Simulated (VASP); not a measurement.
# HfC: relaxation of cell and atoms with PBEsol

HfC:

```
Hf C
1.0
     0.00000    2.32500    2.32500
     2.32500    0.00000    2.32500
     2.32500    2.32500    0.00000
Hf C
1 1
Direct
  0.50000 0.50000 0.50000
  0.00000 0.00000 0.00000
```

| Property | Result |
| --- | --- |
| Program | VASP 6.6.1 |
| Task | relaxation of cell and atoms |
| Functional | PBEsol |
| Potentials or basis | VASP PAW PBE potentials, release 64 (Hf_pv, C) |
| Cutoff | 600 eV |
| k mesh | 10 × 10 × 10 |
| Occupations | fermi-dirac, width 0.05 eV |
| Spin | no spin polarisation |
| Target pressure | 30 GPa |
| Dipole correction | no |
| Further INCAR settings | ALGO = Normal; EDIFF = 1e-07; IBRION = 2; EDIFFG = -0.02; NSW = 80; ISIF = 3 |

The relaxed volume is 11.07 Å³/atom and the relaxed cell is a = 3.152 Å, b = 3.152 Å, c = 3.152 Å, α = 60.00°, β = 60.00°, γ = 60.00°. The space group after relaxing (to 0.05 Å) is Fm-3m (No. 225). The energy change on relaxing (the enthalpy is what falls) is +89.3 meV/atom. The ionic steps are 5. The pressure after relaxing is 30.0 GPa and the band gap on the k mesh is zero (band 7 reaches 7.92 eV, above the bottom of band 8 at 6.45 eV).

Step by step:
```tsv
step	energy change (eV)	largest force (eV/Å)	pressure (GPa)	volume (Å³)
1	0.0000	0.0000	-7.04	25.14
2	4.6039	0.0000	249.66	15.98
3	0.1189	0.0000	24.35	22.50
4	0.1606	0.0000	28.38	22.25
5	0.1787	0.0000	30.01	22.15
```

Final structure:
```
Hf C
1.0
     0.00000    2.22899    2.22899
     2.22899    0.00000    2.22899
     2.22899    2.22899    0.00000
Hf C
1 1
Direct
  0.50000 0.50000 0.50000
  0.00000 0.00000 0.00000
```

Levels at points of the mesh, in eV from the Fermi level:
| k point | band 3 | band 4 | band 5 | band 6 | band 7 | band 8 | band 9 | band 10 | band 11 |
| --- | --- | --- | --- | --- | --- | --- | --- | --- | --- |
| (0.00, 0.00, 0.00) | -28.91 | -12.95 | 1.07 | 1.07 | 1.07 | 1.33 | 1.33 | 1.33 | 3.73 |
| (0.50, 0.00, 0.00) | -29.01 | -8.32 | -6.80 | -3.49 | -3.49 | 6.03 | 6.03 | 6.58 | 7.15 |
| (0.50, 0.50, 0.00) | -29.28 | -11.00 | -2.40 | -2.33 | 0.06 | 0.06 | 6.04 | 7.76 | 7.76 |

Run time: 89 s on 1 thread of AMD EPYC 7R13 Processor (Zen 3), on a shared host, peak memory 0.14 GiB.

Caveat: the cell is relaxed towards a set pressure, so the enthalpy falls and the energy may rise; the PAW data sets were made with another functional, which shifts forces and pressure a little; spin-orbit coupling is left out, which moves the levels of the heavy elements.
